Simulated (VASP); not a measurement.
Set up this calculation in VASP 6.6.1, as the native input.

```
Task                   : molecular dynamics
Functional             : PBEsol
Potentials or basis    : VASP PAW PBE potentials, release 64 (C, Mg)
Cutoff                 : 520 eV
k mesh                 : 2 × 2 × 2
Occupations            : fermi-dirac, width 0.112 eV
Spin                   : no spin polarisation
Dipole correction      : no
Further INCAR settings : LREAL = Auto; ALGO = Normal; EDIFF = 1e-05; NBANDS = 50; ISYM = 0; IBRION = 0; POTIM = 1.5; NSW = 20
```

The structure of Mg2C lies in POSCAR:

```
Mg2C
1.0
    0.0000000000      5.4218852363      5.4218852363
    5.4218852363      0.0000000000      5.4218852363
    5.4218852363      5.4218852363      0.0000000000
C Mg
8 16
Direct
    0.0000000000      0.0000000000      0.0000000000
    0.0000000000      0.0000000000      0.5000000000
    0.0000000000      0.5000000000      0.0000000000
    0.0000000000      0.5000000000      0.5000000000
    0.5000000000      0.0000000000      0.0000000000
    0.5000000000      0.0000000000      0.5000000000
    0.5000000000      0.5000000000      0.0000000000
    0.5000000000      0.5000000000      0.5000000000
    0.1250000000      0.1250000000      0.1250000000
    0.3750000000      0.3750000000      0.3750000000
    0.1250000000      0.1250000000      0.6250000000
    0.3750000000      0.3750000000      0.8750000000
    0.1250000000      0.6250000000      0.1250000000
    0.3750000000      0.8750000000      0.3750000000
    0.1250000000      0.6250000000      0.6250000000
    0.3750000000      0.8750000000      0.8750000000
    0.6250000000      0.1250000000      0.1250000000
    0.8750000000      0.3750000000      0.3750000000
    0.6250000000      0.1250000000      0.6250000000
    0.8750000000      0.3750000000      0.8750000000
    0.6250000000      0.6250000000      0.1250000000
    0.8750000000      0.8750000000      0.3750000000
    0.6250000000      0.6250000000      0.6250000000
    0.8750000000      0.8750000000      0.8750000000
```

The input as run:

INCAR

```
SYSTEM = Mg2C
ALGO     = Normal         ! electronic algorithm
EDIFF    = 1E-5           ! SCF threshold, eV
ENCUT    = 520            ! plane-wave cutoff, eV
GGA      = PS             ! functional
IBRION   = 0              ! ionic algorithm
ISIF     = 2              ! what is computed and relaxed
ISMEAR   = -1             ! smearing method
ISYM     = 0            
LANGEVIN_GAMMA= 10 10        
LASPH    = .True.         ! aspherical terms in the spheres
LCHARG   = .False.        ! write CHGCAR
LREAL    = Auto         
LWAVE    = .False.        ! write WAVECAR
MDALGO   = 3            
NBANDS   = 50             ! bands
NELM     = 80             ! most SCF steps
NELMIN   = 4            
NSW      = 20             ! ionic steps
POTIM    = 1.5            ! step
PREC     = Accurate       ! precision mode
RANDOM_SEED= 1027 0 0     
SIGMA    = 0.112          ! smearing width, eV
TEBEG    = 1300.0       
TEEND    = 1300.0
```

KPOINTS

```
k-points
0
Gamma
  2 2 2
  0 0 0
```

Potentials or basis: VASP PAW PBE potentials, release 64 (C, Mg).

Command:

```bash
$ cat potpaw_PBE.64/C/POTCAR potpaw_PBE.64/Mg/POTCAR > POTCAR
$ mpirun -np 1 vasp_std > vasp.out
```

It took 39 min on 1 thread of Intel(R) Xeon(R) Platinum 8488C (Sapphire Rapids), on a shared host, peak memory 0.7 GiB.
